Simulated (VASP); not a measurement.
# NaH (Fm-3m) in VASP: notebook

Aim: see how the results for NaH move with the level of theory and the settings. Levels: RPBE+D4, HSE06. Tasks: single point.

All numbers are computed with VASP 6.6.1; they aren't measurements. Logs are shortened: lines on timing, memory, paths and dates and some standing lists are left out, and cuts for length are marked.

## 1. The cell of the first run

Symmetry: Fm-3m, No. 225, cubic system. The conventional cell has a = 4.880 Å, b = 4.880 Å, c = 4.880 Å, α = 90.00°, β = 90.00°, γ = 90.00°. Na (site symmetry m-3m) has 6 H at 2.44 Å within 3.2 Å. Within 3.2 Å of H (site symmetry m-3m) lie 6 Na at 2.44 Å.

## 2. Single point, RPBE+D4 (14.53 Å³/atom)

File INCAR:

```
SYSTEM = NaH
ALGO = Normal
EDIFF = 1E-6
ENCUT = 520
GGA = RP
ISIF = 2
ISMEAR = -1
IVDW = 13
LASPH = .TRUE.
LCHARG = .FALSE.
LREAL = .FALSE.
LWAVE = .FALSE.
NBANDS = 11
NELM = 80
PREC = Accurate
SIGMA = 0.02
```

File KPOINTS:

```
k-points
0
G
  9 9 9
  0 0 0
```

File POSCAR:

```
NaH
1.0
    0.0000000000      2.4400000000      2.4400000000
    2.4400000000      0.0000000000      2.4400000000
    2.4400000000      2.4400000000      0.0000000000
Na H
1 1
Direct
    0.0000000000      0.0000000000      0.0000000000
    0.5000000000      0.5000000000      0.5000000000
```

Potentials or basis: VASP PAW PBE potentials, release 64 (Na_pv, H).

Launch:

```
$ cat potpaw_PBE.64/Na_pv/POTCAR potpaw_PBE.64/H/POTCAR > POTCAR
$ mpirun -np 1 vasp_std > vasp.out
```

OUTCAR:

```text
SYSTEM = NaH
   EDIFF = 1E-6
   ENCUT = 520
   GGA = RP
   ISIF = 2
   ISMEAR = -1
   IVDW = 13
   LASPH = .TRUE.
   LREAL = .FALSE.
   NELM = 80
   PREC = Accurate

 ion  position               nearest neighbor table
   1  0.000  0.000  0.000-
   2  0.500  0.500  0.500-

  LATTYP: Found a face centered cubic cell.
 ALAT       =     4.8800000000

  Lattice vectors:

 A1 = (   0.0000000000,   2.4400000000,   2.4400000000)
 A2 = (   2.4400000000,   0.0000000000,   2.4400000000)
 A3 = (   2.4400000000,   2.4400000000,   0.0000000000)

Analysis of symmetry for initial positions (statically):
=====================================================================
 Subroutine PRICEL returns:
 Original cell was already a primitive cell.

 Routine SETGRP: Setting up the symmetry group for a
 face centered cubic supercell.

 Subroutine GETGRP returns: Found 48 space group operations
 (whereof 48 operations were pure point group operations)
 out of a pool of 48 trial point group operations.

The static configuration has the point symmetry O_h .

Analysis of symmetry for dynamics (positions and initial velocities):
=====================================================================
 Subroutine PRICEL returns:
 Original cell was already a primitive cell.

 Routine SETGRP: Setting up the symmetry group for a
 face centered cubic supercell.

 Subroutine GETGRP returns: Found 48 space group operations
 (whereof 48 operations were pure point group operations)
 out of a pool of 48 trial point group operations.

The dynamic configuration has the point symmetry O_h .

 Subroutine INISYM returns: Found 48 space group operations
 (whereof 48 operations are pure point group operations),
 and found     1 'primitive' translations

----------------------------------------------------------------------------------------

                                     Primitive cell

  volume of cell :      29.0536

  direct lattice vectors                    reciprocal lattice vectors
     0.000000000  2.440000000  2.440000000    -0.204918033  0.204918033  0.204918033
     2.440000000  0.000000000  2.440000000     0.204918033 -0.204918033  0.204918033
     2.440000000  2.440000000  0.000000000     0.204918033  0.204918033 -0.204918033

  length of vectors
     3.450681092  3.450681092  3.450681092     0.354928444  0.354928444  0.354928444

  position of ions in fractional coordinates (direct lattice)
     0.000000000  0.000000000  0.000000000
     0.500000000  0.500000000  0.500000000

  ion indices of the primitive-cell ions
   primitive index   ion index
                 1           1
                 2           2

----------------------------------------------------------------------------------------

 KPOINTS: k-points

Automatic generation of k-mesh.
 Grid dimensions read from file:
 generate k-points for:    9    9    9

 Generating k-lattice:

  Cartesian coordinates                     Fractional coordinates (reciprocal lattice)
    -0.022768670  0.022768670  0.022768670     0.111111111  0.000000000  0.000000000
     0.022768670 -0.022768670  0.022768670     0.000000000  0.111111111  0.000000000
     0.022768670  0.022768670 -0.022768670     0.000000000  0.000000000  0.111111111

  Length of vectors
     0.039436494  0.039436494  0.039436494

  Shift w.r.t. Gamma in fractional coordinates (k-lattice)
     0.000000000  0.000000000  0.000000000

 Subroutine IBZKPT returns following result:
 ===========================================

 Found     35 irreducible k-points:

 Following reciprocal coordinates:
            Coordinates               Weight
  0.000000  0.000000  0.000000      1.000000
  0.111111  0.000000  0.000000      8.000000
  0.222222  0.000000  0.000000      8.000000
  0.333333  0.000000  0.000000      8.000000
  0.444444  0.000000  0.000000      8.000000
  0.111111  0.111111  0.000000      6.000000
[... 16 lines left out ...]
 -0.333333  0.333333  0.000000     12.000000
  0.444444  0.444444  0.000000      6.000000
 [... further k-points ...]
   k-points           NKPTS =     35   k-points in BZ     NKDIM =     35   number of bands    NBANDS=     11
   number of dos      NEDOS =    301   number of ions     NIONS =      2
   total plane-waves  NPLWV =  21952
   dimension x,y,z NGX =    28 NGY =   28 NGZ =   28
   dimension x,y,z NGXF=    56 NGYF=   56 NGZF=   56
   ions per type =               1   1
   NGX,Y,Z   is equivalent  to a cutoff of  13.49, 13.49, 13.49 a.u.
   NGXF,Y,Z  is equivalent  to a cutoff of  26.98, 26.98, 26.98 a.u.
 SYSTEM =  NaH
   PREC   = accura    normal or accurate (medium, high low for compatibility)
   ISTART =      0    job   : 0-new  1-cont  2-samecut
   ICHARG =      2    charge: 1-file 2-atom 10-const
   ISPIN  =      1    spin polarized calculation?
   LNONCOLLINEAR =      F non collinear calculations
   LSORBIT =      F    spin-orbit coupling
   LASPH  =      T    aspherical Exc in radial PAW
[... 61 lines left out ...]
      3     -23.2515      2.00000
      4      -4.5493      2.00000
      5       9.1446      0.00000
      6      14.4942      0.00000
      7      14.4942      0.00000
      8      14.4943      0.00000
      9      15.1803      0.00000
     10      15.1803      0.00000
     11      15.1803      0.00000

 k-point     2 :       0.1111    0.0000    0.0000
  band No.  band energies     occupation
      1     -23.2613      2.00000
      2     -23.2527      2.00000
      3     -23.2527      2.00000
      4      -4.3449      2.00000
      5       8.4854      0.00000
      6      12.1372      0.00000
      7      13.7380      0.00000
      8      13.7380      0.00000
      9      16.0981      0.00000
     10      16.0981      0.00000
     11      16.2288      0.00000

 k-point     3 :       0.2222    0.0000    0.0000
  band No.  band energies     occupation
      1     -23.2859      2.00000
      2     -23.2557      2.00000
      3     -23.2557      2.00000
      4      -3.7569      2.00000
      5       6.6577      0.00000
      6      10.6116      0.00000
      7      12.9893      0.00000
      8      12.9893      0.00000
      9      16.4089      0.00000
     10      16.4089      0.00000
     11      17.3298      0.00000

 k-point     4 :       0.3333    0.0000    0.0000
  band No.  band energies     occupation
      1     -23.3135      2.00000
      2     -23.2591      2.00000
      3     -23.2591      2.00000
      4      -2.8881      2.00000
      5       4.5487      0.00000
      6       9.9336      0.00000
      7      12.4977      0.00000
      8      12.4977      0.00000
      9      15.7181      0.00000
     10      15.7181      0.00000
     11      17.8544      0.00000

 k-point     5 :       0.4444    0.0000    0.0000
  band No.  band energies     occupation
      1     -23.3313      2.00000
      2     -23.2613      2.00000
      3     -23.2613      2.00000
      4      -2.0692      2.00000
      5       3.0436      0.00000
      6       9.6601      0.00000
      7      12.2570      0.00000
      8      12.2570      0.00000
      9      15.2711      0.00000
     10      15.2711      0.00000
     11      17.7180      0.00000
[... 211 lines left out ...]
 k-point    21 :       0.4444    0.3333    0.0000
  band No.  band energies     occupation
      1     -23.3167      2.00000
      2     -23.2793      2.00000
      3     -23.2753      2.00000
      4      -1.8017      2.00000
      5       4.3834      0.00000
      6       7.7457      0.00000
      7       9.9256      0.00000
      8      10.5712      0.00000
      9      12.6326      0.00000
     10      20.2868      0.00000
     11      21.6452      0.00000

 k-point    22 :      -0.4444    0.3333    0.0000
  band No.  band energies     occupation
      1     -23.3157      2.00000
      2     -23.2914      2.00000
      3     -23.2741      2.00000
      4      -1.3252      2.00000
      5       4.1624      0.00000
      6       5.9523      0.00000
      7      10.0845      0.00000
      8      10.6636      0.00000
      9      14.9738      0.00000
     10      20.1086      0.00000
     11      20.7623      0.00000

 k-point    23 :      -0.3333    0.3333    0.0000
  band No.  band energies     occupation
      1     -23.3057      2.00000
      2     -23.3034      2.00000
      3     -23.2697      2.00000
      4      -1.3609      2.00000
      5       4.6869      0.00000
      6       4.8849      0.00000
      7      10.6009      0.00000
      8      11.2130      0.00000
      9      17.1197      0.00000
     10      20.0160      0.00000
     11      20.3457      0.00000

 k-point    24 :       0.4444    0.4444    0.0000
  band No.  band energies     occupation
      1     -23.3231      2.00000
      2     -23.2788      2.00000
      3     -23.2788      2.00000
      4      -1.4443      2.00000
      5       3.8612      0.00000
      6       9.1018      0.00000
      7       9.6255      0.00000
      8       9.6255      0.00000
      9      10.7613      0.00000
     10      21.9211      0.00000
     11      23.8555      0.00000

 [... further k-points ...]

------------------------ aborting loop because EDIFF is reached ----------------------------------------

  DFT-D4 for vdW energy calculation

  Edisp (eV):   -0.23578

  FORCE on cell =-STRESS in cart. coord.  units (eV):
  Direction    XX          YY          ZZ          XY          YZ          ZX
  --------------------------------------------------------------------------------------
  -------------------------------------------------------------------------------------
  Total      -0.06753    -0.06753    -0.06753    -0.00000     0.00000    -0.00000
  in kB      -3.72415    -3.72415    -3.72415    -0.00000     0.00000    -0.00000
  external pressure =       -3.72 kB  Pullay stress =        0.00 kB

 VOLUME and BASIS-vectors are now :
 -----------------------------------------------------------------------------
  energy-cutoff  :      520.00
  volume of cell :       29.05
      direct lattice vectors                 reciprocal lattice vectors
     0.000000000  2.440000000  2.440000000    -0.204918033  0.204918033  0.204918033
     2.440000000  0.000000000  2.440000000     0.204918033 -0.204918033  0.204918033
     2.440000000  2.440000000  0.000000000     0.204918033  0.204918033 -0.204918033

 POSITION                                       TOTAL-FORCE (eV/Angst)
 -----------------------------------------------------------------------------------
      0.00000      0.00000      0.00000         0.000000      0.000000      0.000000
      2.44000      2.44000      2.44000        -0.000000     -0.000000     -0.000000
 -----------------------------------------------------------------------------------
    total drift:                               -0.000000     -0.000000     -0.000000

  FREE ENERGIE OF THE ION-ELECTRON SYSTEM (eV)
  ---------------------------------------------------
  free  energy   TOTEN  =        -5.2201207649 eV

  energy  without entropy=       -5.2201207649  energy(sigma->0) =       -5.22012076
```

Run time: 7.5 s. Hardware: 1 thread of Intel Xeon Platinum 8559C (Emerald Rapids), shared host; peak memory 0.15 GiB.

What came out:

```
Free energy                : -5.2201 eV
Pressure                   : -0.4 GPa
Band gap on the k mesh     : 4.22 eV (least direct gap 4.88 eV)
Dispersion energy per atom : -0.118 eV
```

Caveat: the PAW data sets were made with another functional, which shifts forces and pressure a little; an odd mesh through Γ misses points on the zone boundary, where band edges can lie.

## 3. Single point, RPBE+D4 (14.82 Å³/atom)

This run uses another cell than the first one, of 14.82 Å³/atom.

File INCAR:

```
PREC = Accurate
ENCUT = 520
EDIFF = 1E-7
ISMEAR = -1
SIGMA = 0.02
LREAL = False
LASPH = True
NELM = 80
ALGO = Normal
ISIF = 2
LWAVE = False
LCHARG = True
GGA = RP
IVDW = 13
LELF = True
LVHAR = True
NBANDS = 11
```

File KPOINTS:

```
Automatic mesh
0
Gamma
  9 9 9
```

File POSCAR:

```
NaH
1.0
    0.0000000000      2.4561594113      2.4561594113
    2.4561594113      0.0000000000      2.4561594113
    2.4561594113      2.4561594113      0.0000000000
Na H
1 1
Direct
    0.0000000000      0.0000000000      0.0000000000
    0.5000000000      0.5000000000      0.5000000000
```

Potentials or basis: VASP PAW PBE potentials, release 64 (Na_pv, H).

Launch:

```
$ cat potpaw_PBE.64/Na_pv/POTCAR potpaw_PBE.64/H/POTCAR > POTCAR
$ mpirun -np 1 vasp_std > vasp.out
```

Wall time 8.6 s (1 thread of Intel Xeon Platinum 8559C (Emerald Rapids), shared host); peak memory 0.15 GiB.

Results (log left out):

* Free energy: -5.2184 eV
* Pressure: -0.7 GPa
* Band gap on the k mesh: 4.18 eV (least direct gap 4.84 eV)
* Dispersion energy per atom: -0.116 eV

Levels at points of the mesh, in eV from the valence-band top:
```tsv
k point	band 1	band 2	band 3	band 4	band 5	band 6	band 7	band 8
(0.00, 0.00, 0.00)	-22.12	-22.12	-22.12	-3.32	10.15	15.52	15.52	15.52
```

Caveat: the PAW data sets were made with another functional, which shifts forces and pressure a little; an odd mesh through Γ misses points on the zone boundary, where band edges can lie.

## 4. Single point, RPBE+D4 (15.11 Å³/atom)

This run uses another cell than the first one, of 15.11 Å³/atom.

File INCAR:

```
ALGO = Normal
EDIFF = 1E-6
ENCUT = 520
GGA = RP
ISIF = 2
ISMEAR = -1
IVDW = 13
LASPH = T
LCHARG = T
LELF = T
LREAL = F
LVHAR = T
LWAVE = F
NBANDS = 11
NELM = 60
PREC = Accurate
SIGMA = 0.02
```

File KPOINTS:

```
k-points
0
Gamma
  9 9 9
```

File POSCAR:

```
NaH
1.0
    0.0000000000      2.4721089453      2.4721089453
    2.4721089453      0.0000000000      2.4721089453
    2.4721089453      2.4721089453      0.0000000000
Na H
1 1
Direct
    0.0000000000      0.0000000000      0.0000000000
    0.5000000000      0.5000000000      0.5000000000
```

Launch:

```
$ cat potpaw_PBE.64/Na_pv/POTCAR potpaw_PBE.64/H/POTCAR > POTCAR
$ mpirun -np 1 vasp_std > vasp.out
```

It took 8.2 s on 1 thread of Intel Xeon Platinum 8559C (Emerald Rapids), shared host; peak memory 0.15 GiB.

The run converged. Its results:

- Free energy: -5.2156 eV
- Pressure: -1.0 GPa
- Band gap on the k mesh: 4.14 eV (least direct gap 4.79 eV)
- Dispersion energy per atom: -0.115 eV

Levels at points of the mesh, in eV from the valence-band top:
| k point | band 2 | band 3 | band 4 | band 5 | band 6 | band 7 |
| --- | --- | --- | --- | --- | --- | --- |
| (0.00, 0.00, 0.00) | -22.15 | -22.15 | -3.27 | 9.98 | 15.38 | 15.38 |

Caveat: the PAW data sets were made with another functional, which shifts forces and pressure a little; an odd mesh through Γ misses points on the zone boundary, where band edges can lie.

## 5. Single point, RPBE+D4 (15.40 Å³/atom)

This run uses another cell than the first one, of 15.40 Å³/atom.

File INCAR:

```
SYSTEM = NaH
PREC = Accurate
ENCUT = 520
EDIFF = 1E-7
ISMEAR = -1
SIGMA = 0.02
LREAL = .FALSE.
LASPH = .TRUE.
NELM = 100
ALGO = Normal
ISIF = 2
LWAVE = .FALSE.
LCHARG = .FALSE.
GGA = RP
IVDW = 13
NBANDS = 11
```

File KPOINTS:

```
regular mesh
0
G
  9 9 9
  0 0 0
```

File POSCAR:

```
NaH
1.0
    0.0000000000      2.4878552867      2.4878552867
    2.4878552867      0.0000000000      2.4878552867
    2.4878552867      2.4878552867      0.0000000000
Na H
1 1
Direct
    0.0000000000      0.0000000000      0.0000000000
    0.5000000000      0.5000000000      0.5000000000
```

Launch:

```
$ cat potpaw_PBE.64/Na_pv/POTCAR potpaw_PBE.64/H/POTCAR > POTCAR
$ mpirun -np 1 vasp_std > vasp.out
```

It took 8 s on 1 thread of Intel Xeon Platinum 8559C (Emerald Rapids), shared host; peak memory 0.15 GiB.

The run converged. Its results:

| Property | Result |
| --- | --- |
| Free energy | -5.2121 eV |
| Pressure | -1.0 GPa |
| Band gap on the k mesh | 4.11 eV (least direct gap 4.75 eV) |
| Dispersion energy per atom | -0.114 eV |

Levels at points of the mesh, in eV from the valence-band top:
| k point | band 2 | band 3 | band 4 | band 5 | band 6 | band 7 |
| --- | --- | --- | --- | --- | --- | --- |
| (0.00, 0.00, 0.00) | -22.19 | -22.19 | -3.22 | 9.82 | 15.24 | 15.24 |

Caveat: the PAW data sets were made with another functional, which shifts forces and pressure a little; an odd mesh through Γ misses points on the zone boundary, where band edges can lie.

## 6. Single point, HSE06

File POSCAR:

```
NaH
1.0
    0.0000000000      2.4400000000      2.4400000000
    2.4400000000      0.0000000000      2.4400000000
    2.4400000000      2.4400000000      0.0000000000
Na H
1 1
Direct
    0.0000000000      0.0000000000      0.0000000000
    0.5000000000      0.5000000000      0.5000000000
```

File INCAR.step1:

```
  PREC = Accurate
  ENCUT = 520
  EDIFF = 1E-5
  ISMEAR = -1
  SIGMA = 0.05
  LREAL = F
  LASPH = T
  NELM = 60
  ALGO = Normal
  ISIF = 2
  LWAVE = T
  GGA = PE
  NBANDS = 11
```

File INCAR.step2:

```
  PREC = Accurate
  ENCUT = 520
  EDIFF = 1E-6
  ISMEAR = -1
  SIGMA = 0.05
  LREAL = F
  LASPH = T
  NELM = 60
  ALGO = Normal
  ISIF = 2
  LWAVE = F
  LCHARG = T
  GGA = PE
  LHFCALC = T
  HFSCREEN = 0.2079
  PRECFOCK = Normal
  LELF = T
  LVHAR = T
  ISTART = 1
  NBANDS = 11
```

File KPOINTS:

```
regular mesh
0
Gamma
  6 6 6
```

Potentials or basis: VASP PAW PBE potentials, release 64 (Na_pv, H).

Launch:

```
$ cat potpaw_PBE.64/Na_pv/POTCAR potpaw_PBE.64/H/POTCAR > POTCAR
$ cp INCAR.step1 INCAR
$ mpirun -np 1 vasp_std > vasp.out
$ cp INCAR.step2 INCAR
$ mpirun -np 1 vasp_std > vasp.out
```

It took 4.3 min on 1 thread of AMD EPYC 7R13 (Zen 3), shared host; peak memory 0.23 GiB.

The run converged. Its results:

```
Free energy            : -5.7592 eV
Pressure               : -1.0 GPa
Band gap on the k mesh : 4.78 eV (least direct gap 5.67 eV)
```

Levels at points of the mesh, in eV from the valence-band top:
```tsv
k point	band 2	band 3	band 4	band 5	band 6	band 7
(0.00, 0.00, 0.00)	-24.41	-24.41	-3.82	11.74	16.80	16.80
(0.50, 0.00, 0.00)	-24.42	-24.42	-0.89	4.78	11.98	14.63
(0.50, 0.50, 0.00)	-24.44	-24.44	-0.13	5.64	11.17	11.82
```

Caveat: the PAW data sets were made with another functional, which shifts forces and pressure a little.

## 7. Summary

```tsv
level	cell	k mesh	smearing	grid for exact exchange (PRECFOCK)	share of exact exchange	screening parameter	gap on the mesh (eV)	pressure (GPa)
RPBE+D4	a = 3.451 Å, angles 60.0°, 2 atoms	9 × 9 × 9	fermi-dirac 0.02 eV	-	-	-	4.22	-0.4
RPBE+D4	a = 3.474 Å, angles 60.0°, 2 atoms	9 × 9 × 9	fermi-dirac 0.02 eV	-	-	-	4.18	-0.7
RPBE+D4	a = 3.496 Å, angles 60.0°, 2 atoms	9 × 9 × 9	fermi-dirac 0.02 eV	-	-	-	4.14	-1.0
RPBE+D4	a = 3.518 Å, angles 60.0°, 2 atoms	9 × 9 × 9	fermi-dirac 0.02 eV	-	-	-	4.11	-1.0
HSE06	a = 3.451 Å, angles 60.0°, 2 atoms	6 × 6 × 6	fermi-dirac 0.05 eV	Normal	0.25	0.2079 1/Å	4.78	-1.0
```

Alike in all rows: task single point; potentials or basis VASP PAW PBE potentials, release 64 (Na_pv, H); no spin polarisation; cutoff (eV) 520.

Caveats: the PAW data sets were made with another functional, which shifts forces and pressure a little; an odd mesh through Γ misses points on the zone boundary, where band edges can lie (at least some runs).

Total energies depend on the potentials used, so only differences within one code and one set of settings carry meaning.
